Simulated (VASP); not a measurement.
# Sc3MnS2 (P4/mmm) in VASP: single point with PBE

Aim: the single point of Sc3MnS2 with PBE.

All numbers are computed with VASP 6.6.1; they aren't measurements. Logs are shortened: lines on timing, memory, paths and dates and some standing lists are left out, and cuts for length are marked.

## Step 1: The cell of the first run

Symmetry: P4/mmm, No. 123, tetragonal system. The conventional cell has a = 3.589 Å, b = 3.589 Å, c = 10.002 Å, α = 90.00°, β = 90.00°, γ = 90.00°. Sc (site symmetry 4mm) has 4 S at 2.59 Å and 1 Mn at 2.94 Å and 4 Sc at 3.27 Å within 3.4 Å. Sc (site symmetry 4/mmm) has 2 S at 2.58 Å and 8 Sc at 3.27 Å within 3.4 Å. Within 3.9 Å of Mn (site symmetry 4/mmm) lie 2 Sc at 2.94 Å and 8 S at 3.51 Å and 4 Mn at 3.59 Å. S (site symmetry 4mm) has 5 Sc at 2.58 to 2.59 Å and 4 Mn at 3.51 Å and 4 S at 3.59 Å within 3.6 Å.

## Step 2: Single point, PBE, collinear spin, ferromagnetic start

INCAR reads:

```
ALGO = Normal
EDIFF = 1E-6
ENCUT = 520
GGA = PE
ISIF = 2
ISMEAR = 0
ISPIN = 2
LASPH = True
LCHARG = False
LMAXMIX = 4
LORBIT = 11
LREAL = False
LWAVE = False
MAGMOM = 0 0 0 4 0 0
NBANDS = 42
NELM = 150
PREC = Accurate
SIGMA = 0.1
```

KPOINTS reads:

```
k-points
0
Gamma
  6 6 2
```

POSCAR reads:

```
Sc3MnS2
1.0
    3.5885778572      0.0000000000      0.0000000000
    0.0000000000      3.5885778572      0.0000000000
    0.0000000000      0.0000000000     10.0023412085
Sc Mn S
3 1 2
Direct
    0.0000000000      0.0000000000      0.7943805287
    0.0000000000      0.0000000000      0.2056194713
    0.5000000000      0.5000000000      0.0000000000
    0.0000000000      0.0000000000      0.5000000000
    0.5000000000      0.5000000000      0.7419591896
    0.5000000000      0.5000000000      0.2580408104
```

Potentials or basis: VASP PAW PBE potentials, release 64 (Sc_sv, Mn_pv, S).

The run is started by

```sh
$ cat potpaw_PBE.64/Sc_sv/POTCAR potpaw_PBE.64/Mn_pv/POTCAR potpaw_PBE.64/S/POTCAR > POTCAR
$ mpirun -np 1 vasp_std > vasp.out
```

OUTCAR:

```text
EDIFF = 1E-6
   ENCUT = 520
   GGA = PE
   ISIF = 2
   ISMEAR = 0
   ISPIN = 2
   LASPH = True
   LORBIT = 11
   LREAL = False
   NELM = 150
   PREC = Accurate

 ion  position               nearest neighbor table
   1  0.000  0.000  0.794-   5 2.59   5 2.59   5 2.59   5 2.59   4 2.94   3 3.27   3 3.27   3 3.27
                             3 3.27
   2  0.000  0.000  0.206-   6 2.59   6 2.59   6 2.59   6 2.59   4 2.94   3 3.27   3 3.27   3 3.27
                             3 3.27
   3  0.500  0.500  0.000-   5 2.58   6 2.58   1 3.27   2 3.27   1 3.27   2 3.27   1 3.27   2 3.27
                             1 3.27   2 3.27
   4  0.000  0.000  0.500-   1 2.94   2 2.94
   5  0.500  0.500  0.742-   3 2.58   1 2.59   1 2.59   1 2.59   1 2.59
   6  0.500  0.500  0.258-   3 2.58   2 2.59   2 2.59   2 2.59   2 2.59

  LATTYP: Found a simple tetragonal cell.
 ALAT       =     3.5885778572
 C/A-ratio  =     2.7872716175

  Lattice vectors:

 A1 = (   3.5885778572,   0.0000000000,   0.0000000000)
 A2 = (   0.0000000000,   3.5885778572,   0.0000000000)
 A3 = (   0.0000000000,   0.0000000000,  10.0023412085)

Analysis of symmetry for initial positions (statically):
=====================================================================
 Subroutine PRICEL returns:
 Original cell was already a primitive cell.

 Routine SETGRP: Setting up the symmetry group for a
 simple tetragonal supercell.

 Subroutine GETGRP returns: Found 16 space group operations
 (whereof 16 operations were pure point group operations)
 out of a pool of 16 trial point group operations.

The static configuration has the point symmetry D_4h.

Analysis of symmetry for dynamics (positions and initial velocities):
=====================================================================
 Subroutine PRICEL returns:
 Original cell was already a primitive cell.

 Routine SETGRP: Setting up the symmetry group for a
 simple tetragonal supercell.

 Subroutine GETGRP returns: Found 16 space group operations
 (whereof 16 operations were pure point group operations)
 out of a pool of 16 trial point group operations.

The dynamic configuration has the point symmetry D_4h.

Analysis of structural, dynamic, and magnetic symmetry:
=====================================================================
 Subroutine PRICEL returns:
 Original cell was already a primitive cell.

 Routine SETGRP: Setting up the symmetry group for a
 simple tetragonal supercell.

 Subroutine GETGRP returns: Found 16 space group operations
 (whereof 16 operations were pure point group operations)
 out of a pool of 16 trial point group operations.

The overall configuration has the point symmetry D_4h.

 Subroutine INISYM returns: Found 16 space group operations
 (whereof 16 operations are pure point group operations),
 and found     1 'primitive' translations

----------------------------------------------------------------------------------------

                                     Primitive cell

  volume of cell :     128.8091

  direct lattice vectors                    reciprocal lattice vectors
     3.588577857  0.000000000  0.000000000     0.278661921  0.000000000  0.000000000
     0.000000000  3.588577857  0.000000000     0.000000000  0.278661921  0.000000000
     0.000000000  0.000000000 10.002341209     0.000000000  0.000000000  0.099976593

  length of vectors
     3.588577857  3.588577857 10.002341209     0.278661921  0.278661921  0.099976593

  position of ions in fractional coordinates (direct lattice)
     0.000000000  0.000000000  0.794380529
     0.000000000  0.000000000  0.205619471
     0.500000000  0.500000000  0.000000000
     0.000000000  0.000000000  0.500000000
     0.500000000  0.500000000  0.741959190
     0.500000000  0.500000000  0.258040810

  ion indices of the primitive-cell ions
   primitive index   ion index
                 1           1
                 2           2
                 3           3
                 4           4
                 5           5
                 6           6

[... 32 lines left out ...]
  0.166667  0.166667  0.000000      4.000000
  0.333333  0.166667  0.000000      8.000000
[... 12 lines left out ...]
  0.500000  0.333333  0.500000      4.000000
  0.500000  0.500000  0.500000      1.000000
   k-points           NKPTS =     20   k-points in BZ     NKDIM =     20   number of bands    NBANDS=     42
   number of dos      NEDOS =    301   number of ions     NIONS =      6
   total plane-waves  NPLWV =  62720
   dimension x,y,z NGX =    28 NGY =   28 NGZ =   80
   dimension x,y,z NGXF=    56 NGYF=   56 NGZF=  160
   ions per type =               3   1   2
   NGX,Y,Z   is equivalent  to a cutoff of  12.97, 12.97, 13.30 a.u.
   NGXF,Y,Z  is equivalent  to a cutoff of  25.94, 25.94, 26.59 a.u.
 SYSTEM =  unknown system
   PREC   = accura    normal or accurate (medium, high low for compatibility)
   ISTART =      0    job   : 0-new  1-cont  2-samecut
   ICHARG =      2    charge: 1-file 2-atom 10-const
   ISPIN  =      2    spin polarized calculation?
   LNONCOLLINEAR =      F non collinear calculations
   LSORBIT =      F    spin-orbit coupling
   LASPH  =      T    aspherical Exc in radial PAW
   ENCUT  =  520.0 eV  38.22 Ry    6.18 a.u.   6.67  6.67 18.60*2*pi/ulx,y,z
   NELM   =    150;   NELMIN=  2; NELMDL= -5     # of ELM steps
   EDIFF  = 0.1E-05   stopping-criterion for ELM
   LREAL  =      F    real-space projection
   EDIFFG = 0.1E-04   stopping-criterion for IOM
   NSW    =      0    number of steps for IOM
   IBRION =     -1    ionic relax: 0-MD 1-quasi-New 2-CG
   NFREE  =      0    steps in history (QN), initial steepest desc. (CG)
   ISIF   =      2    stress and relaxation
   ISYM   =      2    0-nonsym 1-usesym 2-fastsym
   POTIM  = 0.5000    time-step for ionic-motion
   TEBEG  =    0.0;   TEEND  =   0.0 temperature during run
   PSTRESS=    0.0 pullay stress
   NELECT =      58.0000    total number of electrons
   NUPDOWN=      -1.0000    fix difference up-down
   EMIN   =  10.00;   EMAX   =-10.00  energy-range for DOS
   EFERMI =   0.00;   METHOD = LEGACY
   ISMEAR =     0;   SIGMA  =   0.10  broadening in eV -4-tet -1-fermi 0-gaus
   EFERMI_NEDOS =   21; number of points for ismear=-14 and -15
   IALGO  =     38    algorithm
   IMIX   =      4    mixing-type and parameters
     AMIX     =   0.40;   BMIX     =  1.00
     AMIX_MAG =   1.60;   BMIX_MAG =  1.00
  volume/ion in A,a.u.               =      21.47       144.87
  Fermi-wavevector in a.u.,A,eV,Ry     =   1.254783  2.371196 21.422113  1.574481
  Thomas-Fermi vector in A             =   2.388571
   LORBIT       =     11    0 simple, 1 ext, 2 COOP (PROOUT), +10 PAW based schemes
   GGA     = PE    functional components
   LHFCALC =     F    Hartree Fock is set to
   AEXX    =    0.0000 exact exchange contribution
   IVDW    =     0    specifies the selected vdW correction
   LEPSILON=     F    determine dielectric tensor
   LRPA    =     F    only Hartree local field effects (RPA)
 spin polarized calculation
 Gauss-broadening in eV      SIGMA  =   0.10
  energy-cutoff  :      520.00
  volume of cell :      128.81
 maximum number of plane-waves:      3486
 NGX is ok and might be reduce to    28
   NGX = 13   NGY = 13   NGZ = 37

 number of electron      58.0000005 magnetization       4.0811093

 Free energy of the ion-electron system (eV)
  ---------------------------------------------------
  ext. energy  EPLUGINS =         0.00000000
  ---------------------------------------------------
  free energy    TOTEN  =       -40.11106941 eV

  energy without entropy =      -40.07775045  energy(sigma->0) =      -40.09440993

 E-fermi :   4.9624     XC(G=0):  -9.9715

 val. band max:        4.9499890596   @ k =   0.1667   0.0000   0.0000
 cond. band min:       4.9625659300   @ k =   0.3333   0.1667   0.5000
 fundamental gap:      0.0125768704
 Fermi energy:         4.9624139550

 spin component 1

 k-point     1 :       0.0000    0.0000    0.0000
  band No.  band energies     occupation
      1     -45.6839      1.00000
      2     -45.6839      1.00000
      3     -45.3018      1.00000
      4     -44.6637      1.00000
      5     -44.6591      1.00000
      6     -44.4172      1.00000
[... 869 lines left out ...]
     40       8.0741      0.00000
     41       8.0808      0.00000
 Fermi energy:         4.9624139550

 spin component 2

 k-point     1 :       0.0000    0.0000    0.0000
  band No.  band energies     occupation
      1     -44.7677      1.00000
      2     -44.7646      1.00000
      3     -44.4873      1.00000
      4     -41.1915      1.00000
      5     -41.1915      1.00000
      6     -41.1579      1.00000
[... 869 lines left out ...]
     40       8.0831      0.00000
     41       8.3271      0.00000
 [bands above 41 left out]

------------------------ aborting loop because EDIFF is reached ----------------------------------------

  FORCE on cell =-STRESS in cart. coord.  units (eV):
  Direction    XX          YY          ZZ          XY          YZ          ZX
  --------------------------------------------------------------------------------------
  -------------------------------------------------------------------------------------
  Total        0.0812688      0.0812688      0.1012167      0.0000000      0.0000000      0.0000000
  in kB        1.0108532      1.0108532      1.2589732      0.0000000      0.0000000      0.0000000
  external PRESSURE =       1.0935598 kB  Pullay stress =       0.0000000 kB

 VOLUME and BASIS-vectors are now :
 -----------------------------------------------------------------------------
  energy-cutoff  :      520.00
  volume of cell :      128.81
      direct lattice vectors                 reciprocal lattice vectors
     3.588577857  0.000000000  0.000000000     0.278661921  0.000000000  0.000000000
     0.000000000  3.588577857  0.000000000     0.000000000  0.278661921  0.000000000
     0.000000000  0.000000000 10.002341209     0.000000000  0.000000000  0.099976593

 POSITION                                       TOTAL-FORCE (eV/Angst)
 -----------------------------------------------------------------------------------
      0.00000      0.00000      7.94567        -0.000000      0.000000      0.007622
      0.00000      0.00000      2.05668        -0.000000     -0.000000     -0.007622
      1.79429      1.79429      0.00000         0.000000     -0.000000     -0.000000
      0.00000      0.00000      5.00117         0.000000     -0.000000     -0.000000
      1.79429      1.79429      7.42133         0.000000     -0.000000     -0.029140
      1.79429      1.79429      2.58101         0.000000     -0.000000      0.029140
 -----------------------------------------------------------------------------------
    total drift:                               -0.000000      0.000000     -0.000000

  FREE ENERGIE OF THE ION-ELECTRON SYSTEM (eV)
  ---------------------------------------------------
  free  energy   TOTEN  =       -40.1110694139 eV

  energy  without entropy=      -40.0777504486  energy(sigma->0) =      -40.09440993

 total charge

# of ion       s       p       d       tot
------------------------------------------
    1        2.185   6.138   1.124   9.447
    2        2.185   6.138   1.124   9.447
    3        2.222   6.154   1.019   9.396
    4        0.380   6.023   4.926  11.329
    5        1.330   2.431   0.000   3.760
    6        1.330   2.431   0.000   3.760
--------------------------------------------------
tot          9.632  29.316   8.193  47.140

 magnetization (x)

# of ion       s       p       d       tot
------------------------------------------
    1       -0.006  -0.006  -0.122  -0.134
    2       -0.006  -0.006  -0.122  -0.134
    3       -0.001  -0.010  -0.080  -0.091
    4        0.081   0.012   4.084   4.177
    5        0.005   0.028   0.000   0.033
    6        0.005   0.028   0.000   0.033
--------------------------------------------------
tot          0.079   0.046   3.760   3.885
```

Wall time 4.7 min (1 thread of Intel Xeon Platinum 8559C (Emerald Rapids), shared host); peak memory 0.39 GiB.

What came out:

| Quantity | Value |
| --- | --- |
| Free energy | -40.1111 eV |
| Pressure | 0.1 GPa |
| Largest force | 0.029 eV/Å |
| Net moment | 4.08 μB per cell |
| Site moments | Sc -0.13, -0.09 (each value once); Mn +4.18; S +0.03 μB |
| Valence electrons inside the program's atomic spheres | Sc 9.45, 9.40 (each value once); Mn 11.33; S 3.76 |

Forces on the atoms (eV/Å):
```
Sc   0.000  0.000  0.008
Sc   0.000  0.000 -0.008
Sc   0.000  0.000  0.000
Mn   0.000  0.000  0.000
S    0.000  0.000 -0.029
S    0.000  0.000  0.029
```

Caveat: a cell with one magnetic atom can't hold antiferromagnetic order, which such compounds often take.
